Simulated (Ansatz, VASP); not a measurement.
**CdS in VASP and in Ansatz**

Contents of INCAR:

```
PREC = Accurate
ENCUT = 600
EDIFF = 1E-7
ISMEAR = 0
SIGMA = 0.02
LREAL = False
LASPH = True
NELM = 60
ALGO = Normal
ISIF = 3
LWAVE = False
LCHARG = False
GGA = CA
IBRION = 2
NSW = 100
EDIFFG = -0.002
```

KPOINTS

```
Automatic mesh
0
Gamma
  12 12 12
```

POSCAR

```
CdS
1.0
    0.0000000000      2.9429534600      2.9429534600
    2.9429534600      0.0000000000      2.9429534600
    2.9429534600      2.9429534600      0.0000000000
Cd S
1 1
Direct
    0.0000000000      0.0000000000      0.0000000000
    0.7500000000      0.7500000000      0.7500000000
```

Input for Ansatz:

```yaml
crystal:
  lattice:
    - [0.0, 2.94295346, 2.94295346]
    - [2.94295346, 0.0, 2.94295346]
    - [2.94295346, 2.94295346, 0.0]
  atoms:
    - { symbol: Cd, position: [0.0, 0.0, 0.0] }
    - { symbol: S, position: [0.75, 0.75, 0.75] }
basis:
  ecutwfc: 420
kpoints:
  mp_grid: { grid: [12, 12, 12] }
hamiltonian:
  xc: lda
  pseudopotentials: { kind: paw, azcp: { folder: soft_1 } }
scf:
  occupations: { method: gaussian, width: 0.02 }
output:
  forces: true
  stress: true
  eigenvalues: true
  write_density: true
  write_potential: true
  elf: true
  volumetric_format: npy
relax:
  adjacent_minimum: "off"
  f_tol: 0.002
  max_steps: 80
  cell: { stress_tol: 0.02 }
```

Alike in both runs: task relaxation of cell and atoms; functional LDA; k mesh 12 × 12 × 12; occupations gaussian, width 0.02 eV; no spin polarisation.

|  | VASP | Ansatz |
| --- | --- | --- |
| version | VASP 6.6.1 | Ansatz 0.2.0 |
| potentials or method | VASP PAW LDA potentials, release 64 (Cd, S), cutoff 600 eV | scalar-relativistic, plane waves, PAW |
| valence electrons in the cell | 18 | 26 |

```csv
,VASP,Ansatz,Ansatz less VASP
"gap on the k mesh at the Fermi level, each at its own relaxed structure (eV)",0.96,0.95,-0.015
relaxed volume (Å³/atom),24.03,23.85,-0.174
relaxed length of the cell vector where the two differ most in proportion (Å),4.081,4.071,-0.0099
```

Ansatz warns that its potentials were made for another functional, while VASP's fit it. LDA's correlation is that of Perdew and Zunger in VASP and of Perdew and Wang (1992) in Ansatz. VASP's potentials hold 18 valence electrons a cell and Ansatz's 26, so a difference there can come from the potentials and not from the codes.
